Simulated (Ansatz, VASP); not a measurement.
# TePb: VASP beside Ansatz

```
Pb Te
1.0
     0.00000    3.23516    3.27123
     3.23516    0.00000    3.27123
     3.23516    3.23516    0.00000
Pb Te
1 1
Direct
  0.00000 0.00000 0.00000
  0.50000 0.50000 0.50000
```

Change from the starting cell: epitaxial_xy strain -1.0%.

Alike in both runs: task single point; functional PBE; k mesh 8 × 8 × 8; occupations fermi-dirac, width 0.02 eV; no spin polarisation.

```csv
,VASP,Ansatz
version,VASP 6.6.1,Ansatz 0.2.0
potentials or method,"VASP PAW PBE potentials, release 64 (Pb_d, Te)","plane waves, PAW"
plane-wave cutoff (eV),520,420
valence electrons in the cell,20,30
```

Ansatz gave:

| Quantity | Value |
| --- | --- |
| gap on the k mesh at the Fermi level (eV) | 0.76 |
| pressure (GPa) | 1.5 |
| traceless stress, the component that is largest in VASP (GPa) | -0.83 |

What did VASP give for the same quantities?

gap on the k mesh at the Fermi level (eV): 0.76; pressure (GPa): 1.4; traceless stress, the component that is largest in VASP (GPa): -0.83.

VASP's potentials hold 20 valence electrons a cell and Ansatz's 30, so a difference there can come from the potentials and not from the codes.

Neither program's run includes spin-orbit coupling.
